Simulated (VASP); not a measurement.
A run of VASP 6.6.1:

The input INCAR:

```
SYSTEM = Cd3HgTe4
ALGO = Normal ; EDIFF = 1E-6
ENCUT = 520 ; GGA = PE
ISIF = 2 ; ISMEAR = 0
LASPH = .True. ; LCHARG = .False.
LREAL = .False. ; LWAVE = .False.
NBANDS = 46 ; NELM = 80
PREC = Accurate ; SIGMA = 0.2
```

Contents of KPOINTS:

```
k-points
0
Gamma
  6 6 2
  0 0 0
```

Contents of POSCAR:

```
Cd3HgTe4
1.0
    4.6873538000      0.0000000000      0.0000000000
    0.0000000000      4.6873538000      0.0000000000
    0.0000000000      0.0000000000     13.2426444000
Cd Hg Te
3 1 4
Direct
    0.0000000000      0.0000000000      0.7495210000
    0.0000000000      0.0000000000      0.2504790000
    0.5000000000      0.5000000000      0.5000000000
    0.5000000000      0.5000000000      0.0000000000
    0.5000000000      0.0000000000      0.8739640000
    0.0000000000      0.5000000000      0.1260360000
    0.5000000000      0.0000000000      0.3752770000
    0.0000000000      0.5000000000      0.6247230000
```

Potentials or basis: VASP PAW PBE potentials, release 64 (Cd, Hg, Te).

The run is started by

```console
$ cat potpaw_PBE.64/Cd/POTCAR potpaw_PBE.64/Hg/POTCAR potpaw_PBE.64/Te/POTCAR > POTCAR
$ mpirun -np 1 vasp_std > vasp.out
```

Hardware: 1 thread of Intel(R) Xeon(R) 6975P-C (Granite Rapids) (shared host).

Question: Estimate the wall time of this run.

Answer: Wall time 3.2 min on 1 thread of Intel(R) Xeon(R) 6975P-C (Granite Rapids) (shared host), peak memory 0.5 GiB. Counts: scf iterations 15, k points 20.
